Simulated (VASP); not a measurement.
In3Se, 4 atoms in the cell. Symmetry: Pm-3m, No. 221, cubic system. The conventional cell has a = 4.804 Å, b = 4.804 Å, c = 4.804 Å, α = 90.00°, β = 90.00°, γ = 90.00°. In (site symmetry 4/mmm) has 8 In at 3.40 Å and 4 Se at 3.40 Å within 4.5 Å. Se (site symmetry m-3m) has 12 In at 3.40 Å within 4.5 Å. 

* Program: VASP 6.6.1
* Task: relaxation of cell and atoms
* Functional: PBEsol
* Potentials or basis: VASP PAW PBE potentials, release 64 (In_d, Se)
* Cutoff: 600 eV
* k mesh: 6 × 6 × 6
* Occupations: fermi-dirac, width 0.05 eV
* Spin: no spin polarisation
* Target pressure: 10 GPa
* Dipole correction: no
* Further INCAR settings: ALGO = Normal; EDIFF = 1e-06; IBRION = 2; EDIFFG = -0.005; NSW = 80; ISIF = 3

Potentials or basis: VASP PAW PBE potentials, release 64 (In_d, Se).

Run with:

```console
$ cat potpaw_PBE.64/In_d/POTCAR potpaw_PBE.64/Se/POTCAR > POTCAR
$ mpirun -np 1 vasp_std > vasp.out
```

Hardware: 1 thread of Intel(R) Xeon(R) Platinum 8488C (Sapphire Rapids), with other jobs on the host.

**Question.** How long does it take, and how much memory?

**Answer.** Run time: 3.2 min on 1 thread of Intel(R) Xeon(R) Platinum 8488C (Sapphire Rapids), on a shared host, peak memory 0.28 GiB. Counts: scf iterations 53, k points 20, ion steps 6.
